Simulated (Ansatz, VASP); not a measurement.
One calculation of SnO2, two programs

```
Sn O
1.0
     3.10920    1.79510    3.98470
    -3.10920    1.79510    3.98470
     0.00000   -3.59019    3.98470
Sn O
4 8
Direct
  0.86454 0.86454 0.86454
  0.36487 0.36487 0.86488
  0.36487 0.86488 0.36487
  0.86488 0.36487 0.36487
  0.11991 0.61961 0.61961
  0.61961 0.11991 0.61961
  0.61961 0.61961 0.11991
  0.60994 0.60994 0.60994
  0.11985 0.11985 0.11985
  0.10969 0.10969 0.61000
  0.10969 0.61000 0.10969
  0.61000 0.10969 0.10969
```

Alike in both runs: task single point; functional LDA; k mesh 6 × 6 × 6; occupations gaussian, width 0.05 eV; no spin polarisation.

|  | VASP | Ansatz |
| --- | --- | --- |
| version | VASP 6.6.1 | Ansatz 0.2.0 |
| potentials or method | VASP PAW LDA potentials, release 64 (Sn_d, O), cutoff 520 eV | scalar-relativistic, plane waves, PAW |
| valence electrons in the cell | 104 | 104 |

|  | VASP | Ansatz | Ansatz less VASP |
| --- | --- | --- | --- |
| gap on the k mesh at the Fermi level (eV) | 2.39 | 2.39 | -0.004 |
| least direct gap on the mesh (eV) | 2.39 | 2.39 | -0.004 |
| pressure (GPa) | 22.7 | 20.8 | -1.89 |
| traceless stress, the component that is largest in VASP (GPa) | -8.75 | -7.67 | +1.081 |
| rms of the force components (eV/Å) | 0.554 | 0.497 | -0.0566 |

Ansatz warns that its potentials were made for another functional, while VASP's fit it. LDA's correlation is that of Perdew and Zunger in VASP and of Perdew and Wang (1992) in Ansatz. Atom by atom the forces differ by 0.057 eV/Å (rms over components).
